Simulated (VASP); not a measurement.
# Hg (R-3m) in VASP: further runs, part 2 of 2

VASP 6.6.1. Earlier steps stand in the parts before.

### Step 4. Single point, LDA

File INCAR:

```
SYSTEM = Hg
PREC = Accurate ; ENCUT = 550
EDIFF = 1E-6 ; ISMEAR = -1
SIGMA = 0.6 ; LREAL = .False.
LASPH = .True. ; NELM = 120
ALGO = Normal ; ISIF = 2
LWAVE = .False. ; LCHARG = .True.
LELF = .True. ; LVHAR = .True.
NBANDS = 16 ; GGA_COMPAT = .False.
```

File KPOINTS:

```
regular mesh
0
Gamma
  11 11 11
  0 0 0
```

File POSCAR:

```
Hg
1.0
    1.7463233735      1.0082402698      2.1478810803
   -1.7463233735      1.0082402698      2.1478810803
    0.0000000000     -2.0164805396      2.1478810803
Hg
1
Direct
    0.0000000000      1.0000000000      0.0000000000
```

Potentials or basis: VASP PAW LDA potentials, release 64 (Hg_sv_GW).

On the command line:

```sh
$ cat potpaw_LDA.64/Hg_sv_GW/POTCAR > POTCAR
$ mpirun -np 1 vasp_std > vasp.out
```

OUTCAR:

```text
SYSTEM = Hg
   PREC = Accurate
   ENCUT = 550
   EDIFF = 1E-6
   ISMEAR = -1
   LREAL = .False.
   LASPH = .True.
   NELM = 120
   ISIF = 2

 ion  position               nearest neighbor table
   1  0.000  0.000  0.000-

  LATTYP: Found a trigonal (rhomboedric) cell.
 ALAT       =     2.9461138643
 COS(alpha) =     0.2972833017

  Lattice vectors:

 A1 = (   1.7463233735,   1.0082402698,   2.1478810803)
 A2 = (  -1.7463233735,   1.0082402698,   2.1478810803)
 A3 = (   0.0000000000,  -2.0164805396,   2.1478810803)

Analysis of symmetry for initial positions (statically):
=====================================================================
 Subroutine PRICEL returns:
 Original cell was already a primitive cell.

 Routine SETGRP: Setting up the symmetry group for a
 trigonal (rhombohedral) supercell.

 Subroutine GETGRP returns: Found 12 space group operations
 (whereof 12 operations were pure point group operations)
 out of a pool of 12 trial point group operations.

The static configuration has the point symmetry D_3d.

Analysis of symmetry for dynamics (positions and initial velocities):
=====================================================================
 Subroutine PRICEL returns:
 Original cell was already a primitive cell.

 Routine SETGRP: Setting up the symmetry group for a
 trigonal (rhombohedral) supercell.

 Subroutine GETGRP returns: Found 12 space group operations
 (whereof 12 operations were pure point group operations)
 out of a pool of 12 trial point group operations.

The dynamic configuration has the point symmetry D_3d.

 Subroutine INISYM returns: Found 12 space group operations
 (whereof 12 operations are pure point group operations),
 and found     1 'primitive' translations

----------------------------------------------------------------------------------------

                                     Primitive cell

  volume of cell :      22.6908

  direct lattice vectors                    reciprocal lattice vectors
     1.746323374  1.008240270  2.147881080     0.286315815  0.165304513  0.155191708
    -1.746323374  1.008240270  2.147881080    -0.286315815  0.165304513  0.155191708
     0.000000000 -2.016480540  2.147881080     0.000000000 -0.330609026  0.155191708

  length of vectors
     2.946113864  2.946113864  2.946113864     0.365221569  0.365221569  0.365221569

  position of ions in fractional coordinates (direct lattice)
     0.000000000  0.000000000  0.000000000

  ion indices of the primitive-cell ions
   primitive index   ion index
                 1           1

----------------------------------------------------------------------------------------

 KPOINTS: regular mesh

Automatic generation of k-mesh.
 Grid dimensions read from file:
 generate k-points for:   11   11   11

 Generating k-lattice:

  Cartesian coordinates                     Fractional coordinates (reciprocal lattice)
     0.026028710  0.015027683  0.014108337     0.090909091  0.000000000  0.000000000
    -0.026028710  0.015027683  0.014108337     0.000000000  0.090909091  0.000000000
     0.000000000 -0.030055366  0.014108337     0.000000000  0.000000000  0.090909091

  Length of vectors
     0.033201961  0.033201961  0.033201961

  Shift w.r.t. Gamma in fractional coordinates (k-lattice)
     0.000000000  0.000000000  0.000000000

 Subroutine IBZKPT returns following result:
 ===========================================

 Found    146 irreducible k-points:

 Following reciprocal coordinates:
            Coordinates               Weight
  0.000000  0.000000  0.000000      1.000000
  0.090909  0.000000 -0.000000      6.000000
  0.181818 -0.000000 -0.000000      6.000000
  0.272727  0.000000 -0.000000      6.000000
  0.363636 -0.000000 -0.000000      6.000000
  0.454545  0.000000 -0.000000      6.000000
[... 16 lines left out ...]
 -0.272727  0.181818  0.000000     12.000000
 -0.181818  0.181818  0.000000      6.000000
 [... further k-points ...]
   k-points           NKPTS =    146   k-points in BZ     NKDIM =    146   number of bands    NBANDS=     16
   number of dos      NEDOS =    301   number of ions     NIONS =      1
   total plane-waves  NPLWV =  13824
   dimension x,y,z NGX =    24 NGY =   24 NGZ =   24
   dimension x,y,z NGXF=    48 NGYF=   48 NGZF=   48
   ions per type =               1
   NGX,Y,Z   is equivalent  to a cutoff of  13.54, 13.54, 13.54 a.u.
   NGXF,Y,Z  is equivalent  to a cutoff of  27.09, 27.09, 27.09 a.u.
 SYSTEM =  Hg
   PREC   = accura    normal or accurate (medium, high low for compatibility)
   ISTART =      0    job   : 0-new  1-cont  2-samecut
   ICHARG =      2    charge: 1-file 2-atom 10-const
   ISPIN  =      1    spin polarized calculation?
   LNONCOLLINEAR =      F non collinear calculations
   LSORBIT =      F    spin-orbit coupling
   LASPH  =      T    aspherical Exc in radial PAW
   ENCUT  =  550.0 eV  40.42 Ry    6.36 a.u.   5.63  5.63  5.63*2*pi/ulx,y,z
   NELM   =    120;   NELMIN=  2; NELMDL= -5     # of ELM steps
   EDIFF  = 0.1E-05   stopping-criterion for ELM
   LREAL  =      F    real-space projection
   EDIFFG = 0.1E-04   stopping-criterion for IOM
   NSW    =      0    number of steps for IOM
   IBRION =     -1    ionic relax: 0-MD 1-quasi-New 2-CG
   NFREE  =      0    steps in history (QN), initial steepest desc. (CG)
   ISIF   =      2    stress and relaxation
   ISYM   =      2    0-nonsym 1-usesym 2-fastsym
   POTIM  = 0.5000    time-step for ionic-motion
   TEBEG  =    0.0;   TEEND  =   0.0 temperature during run
   PSTRESS=    0.0 pullay stress
   NELECT =      20.0000    total number of electrons
   NUPDOWN=      -1.0000    fix difference up-down
   EMIN   =  10.00;   EMAX   =-10.00  energy-range for DOS
   EFERMI =   0.00;   METHOD = LEGACY
   ISMEAR =    -1;   SIGMA  =   0.60  broadening in eV -4-tet -1-fermi 0-gaus
   EFERMI_NEDOS =   21; number of points for ismear=-14 and -15
   IALGO  =     38    algorithm
   IMIX   =      4    mixing-type and parameters
     AMIX     =   0.40;   BMIX     =  1.00
     AMIX_MAG =   1.60;   BMIX_MAG =  1.00
  volume/ion in A,a.u.               =      22.69       153.13
  Fermi-wavevector in a.u.,A,eV,Ry     =   1.569645  2.966199 33.521835  2.463785
  Thomas-Fermi vector in A             =   2.671497
   LORBIT       =      0    0 simple, 1 ext, 2 COOP (PROOUT), +10 PAW based schemes
   GGA     = CA    functional components
   LHFCALC =     F    Hartree Fock is set to
   AEXX    =    0.0000 exact exchange contribution
   IVDW    =     0    specifies the selected vdW correction
   LEPSILON=     F    determine dielectric tensor
   LRPA    =     F    only Hartree local field effects (RPA)
 non-spin polarized calculation
  energy-cutoff  :      550.00
  volume of cell :       22.69
 maximum number of plane-waves:       686
   NGX = 11   NGY = 11   NGZ = 11

 number of electron      19.9999992 magnetization

 Free energy of the ion-electron system (eV)
  ---------------------------------------------------
  ext. energy  EPLUGINS =         0.00000000
  ---------------------------------------------------
  free energy    TOTEN  =        -1.16164627 eV

  energy without entropy =       -0.78617522  energy(sigma->0) =       -0.97391075

 E-fermi :   6.1843     XC(G=0): -11.9179

 val. band max:        6.0164000684   @ k =  -0.4545   0.1818   0.1818
 cond. band min:       6.2122327778   @ k =  -0.4545   0.2727   0.0000
 fundamental gap:      0.1958327094
 Fermi energy:         6.1843064293

 k-point     1 :       0.0000    0.0000    0.0000
  band No.  band energies     occupation
      1    -108.4795      2.00000
      2     -57.0639      2.00000
      3     -57.0547      2.00000
      4     -57.0547      2.00000
      5      -3.3959      2.00000
      6      -1.8687      2.00000
[... 8 lines left out ...]
     15      24.5543      0.00000
     16      24.5543      0.00000

 k-point     2 :       0.0909    0.0000   -0.0000
  band No.  band energies     occupation
      1    -108.4794      2.00000
      2     -57.0671      2.00000
      3     -57.0568      2.00000
      4     -57.0545      2.00000
      5      -3.2101      2.00000
      6      -1.8557      2.00000
[... 8 lines left out ...]
     15      24.2016      0.00000
     16      25.2053      0.00000
[... 387 lines left out ...]
      5      -2.0295      2.00000
      6      -1.5146      1.99999
[... 8 lines left out ...]
     15      23.0628      0.00000
     16      25.6297      0.00000

 k-point    24 :      -0.1818    0.1818    0.0000
  band No.  band energies     occupation
      1    -108.4784      2.00000
      2     -57.0850      2.00000
      3     -57.0711      2.00000
      4     -57.0551      2.00000
      5      -2.1300      2.00000
      6      -1.5565      2.00000
[... 8 lines left out ...]
     15      24.1102      0.00000
     16      25.6817      0.00000

 [... further k-points ...]

------------------------ aborting loop because EDIFF is reached ----------------------------------------

  FORCE on cell =-STRESS in cart. coord.  units (eV):
  Direction    XX          YY          ZZ          XY          YZ          ZX
  --------------------------------------------------------------------------------------
  -------------------------------------------------------------------------------------
  Total        0.0537462      0.0537462      0.0212845      0.0000000      0.0000000      0.0000000
  in kB        3.7949668      3.7949668      1.5028799      0.0000000      0.0000000      0.0000000
  external PRESSURE =       3.0309378 kB  Pullay stress =       0.0000000 kB

 VOLUME and BASIS-vectors are now :
 -----------------------------------------------------------------------------
  energy-cutoff  :      550.00
  volume of cell :       22.69
      direct lattice vectors                 reciprocal lattice vectors
     1.746323374  1.008240270  2.147881080     0.286315815  0.165304513  0.155191708
    -1.746323374  1.008240270  2.147881080    -0.286315815  0.165304513  0.155191708
     0.000000000 -2.016480540  2.147881080     0.000000000 -0.330609026  0.155191708

 POSITION                                       TOTAL-FORCE (eV/Angst)
 -----------------------------------------------------------------------------------
      0.00000      0.00000      0.00000         0.000000     -0.000000      0.000000
 -----------------------------------------------------------------------------------
    total drift:                                0.000000     -0.000000      0.000000

  FREE ENERGIE OF THE ION-ELECTRON SYSTEM (eV)
  ---------------------------------------------------
  free  energy   TOTEN  =        -1.1616462736 eV

  energy  without entropy=       -0.7861752235  energy(sigma->0) =       -0.97391075
```

OSZICAR:

```text
N       E                     dE             d eps       ncg     rms          rms(c)
DAV:   1     0.320911477398E+03    0.32091E+03   -0.12516E+04  4776   0.182E+03
DAV:   2     0.222038448500E+02   -0.29871E+03   -0.27701E+03  4696   0.616E+02
DAV:   3    -0.453835200179E+00   -0.22658E+02   -0.22560E+02  7472   0.166E+02
DAV:   4    -0.121891991577E+01   -0.76508E+00   -0.76504E+00  5352   0.310E+01
DAV:   5    -0.123479870826E+01   -0.15879E-01   -0.15879E-01  7552   0.485E+00    0.283E+01
DAV:   6    -0.116788423974E+01    0.66914E-01   -0.13234E-01  7176   0.702E+00    0.165E+01
DAV:   7    -0.116243667015E+01    0.54476E-02   -0.20684E-02  7680   0.177E+00    0.142E+00
DAV:   8    -0.116165825659E+01    0.77841E-03   -0.32976E-03  6928   0.134E+00    0.957E-02
DAV:   9    -0.116164666624E+01    0.11590E-04   -0.97395E-05  5592   0.145E-01    0.154E-02
DAV:  10    -0.116164627360E+01    0.39264E-06   -0.47193E-06  6328   0.531E-02
   1 F= -.11616463E+01 E0= -.97391075E+00  d E =-.375471E+00
```

stdout:

```text
POSCAR found type information on POSCAR Hg
 POSCAR found :  1 types and       1 ions
 scaLAPACK will be used
 LDA part: xc-table for (Slater(with rela. corr.)+CA(PZ))
 , standard interpolation
 POSCAR, INCAR and KPOINTS ok, starting setup
 FFT: planning ... GRIDC
 FFT: planning ... GRID_SOFT
 FFT: planning ... GRID
 WAVECAR not read
 entering main loop
```

It took 13 s on 1 thread of Intel Xeon 6975P-C (Granite Rapids), shared host; peak memory 0.19 GiB.

What came out:

* Free energy: -1.1616 eV
* Pressure: 0.3 GPa
* Band gap on the k mesh: zero (bands 10 and 11 overlap by 2.74 eV)

Levels at points of the mesh, in eV from the Fermi level:
```
           k point  band 6  band 7  band 8  band 9  band 10  band 11  band 12  band 13  band 14  band 15
(0.00, 0.00, 0.00)   -8.05   -8.05   -6.37   -6.26    -6.26    11.52    12.18    12.18    17.03    18.37
```

Caveat: so wide a smearing shifts energies and pressures; spin-orbit coupling is left out, which moves the levels of the heavy elements.

### Step 5. Single point, LDA

File INCAR:

```
ALGO = Normal ; EDIFF = 1E-6
ENCUT = 550 ; GGA = CA
GGA_COMPAT = F ; ISIF = 2
ISMEAR = 0 ; LASPH = T
LCHARG = F ; LREAL = F
LWAVE = F ; NBANDS = 16
NELM = 120 ; PREC = Accurate
SIGMA = 0.1
```

File KPOINTS:

```
k-points
0
Gamma
  11 11 11
```

POSCAR is that of step 4.

On the command line:

```sh
$ cat potpaw_LDA.64/Hg_sv_GW/POTCAR > POTCAR
$ mpirun -np 1 vasp_std > vasp.out
```

Wall time 22 s (1 thread of AMD EPYC 9R45 (Zen 5), shared host); peak memory 0.16 GiB.

It converged, with:

```yaml
Free_energy: -0.9830 eV
Pressure: 0.1 GPa
Band_gap_on_the_k_mesh: zero (bands 10 and 11 overlap by 2.74 eV)
```

Stress tensor (GPa, compression positive):
```
-0.02  0.00  0.00
 0.00 -0.02  0.00
 0.00  0.00  0.32
```

Levels at points of the mesh, in eV from the Fermi level:
```
           k point  band 8  band 9  band 10  band 11  band 12  band 13
(0.00, 0.00, 0.00)   -6.25   -6.14    -6.14    11.62    12.28    12.28
```

Caveat: spin-orbit coupling is left out, which moves the levels of the heavy elements.

### Step 6. Single point, LDA

File INCAR:

```
PREC = Accurate ; ENCUT = 550
EDIFF = 1E-6 ; ISMEAR = -1
SIGMA = 0.3 ; LREAL = False
LASPH = True ; NELM = 120
ALGO = Normal ; ISIF = 2
LWAVE = False ; LCHARG = False
NBANDS = 16 ; GGA_COMPAT = False
```

File KPOINTS:

```
Automatic mesh
0
Gamma
  11 11 11
```

POSCAR is that of step 5.

Potentials or basis: VASP PAW LDA potentials, release 64 (Hg_sv_GW).

On the command line:

```sh
$ cat potpaw_LDA.64/Hg_sv_GW/POTCAR > POTCAR
$ mpirun -np 1 vasp_std > vasp.out
```

Run time: 23 s. Hardware: 1 thread of Intel Xeon Platinum 8259CL at 2.50GHz (Skylake/Cascade Lake), shared host; peak memory 0.19 GiB.

Results (log left out):

```yaml
Free_energy: -1.0246 eV
Pressure: 0.0 GPa
Band_gap_on_the_k_mesh: zero (bands 10 and 11 overlap by 2.74 eV)
```

Stress tensor (GPa, compression positive):
```
 0.02  0.00  0.00
 0.00  0.02  0.00
 0.00  0.00 -0.16
```

Levels at points of the mesh, in eV from the Fermi level:
| k point | band 6 | band 7 | band 8 | band 9 | band 10 | band 11 | band 12 | band 13 | band 14 | band 15 |
| --- | --- | --- | --- | --- | --- | --- | --- | --- | --- | --- |
| (0.00, 0.00, 0.00) | -8.06 | -8.06 | -6.37 | -6.26 | -6.26 | 11.51 | 12.17 | 12.17 | 17.02 | 18.36 |

Caveat: so wide a smearing shifts energies and pressures; spin-orbit coupling is left out, which moves the levels of the heavy elements.

### Step 7. Overview

| smearing | gap on the mesh (eV) | pressure (GPa) |
| --- | --- | --- |
| gaussian 0.3 eV | none | -0.1 |
| gaussian 0.2 eV | none | 0.0 |
| fermi-dirac 0.6 eV | none | 0.3 |
| gaussian 0.1 eV | none | 0.1 |
| fermi-dirac 0.3 eV | none | 0.0 |

Alike in all rows: task single point; level LDA; potentials or basis VASP PAW LDA potentials, release 64 (Hg_sv_GW); no spin polarisation; cell as given; k mesh 11 × 11 × 11; cutoff (eV) 550.

Caveats: spin-orbit coupling is left out, which moves the levels of the heavy elements; so wide a smearing shifts energies and pressures (at least some runs).

Absolute energies hang on the potentials; compare differences alone.

The gap in the log of VASP goes by the Fermi energy; the results here count the filled bands.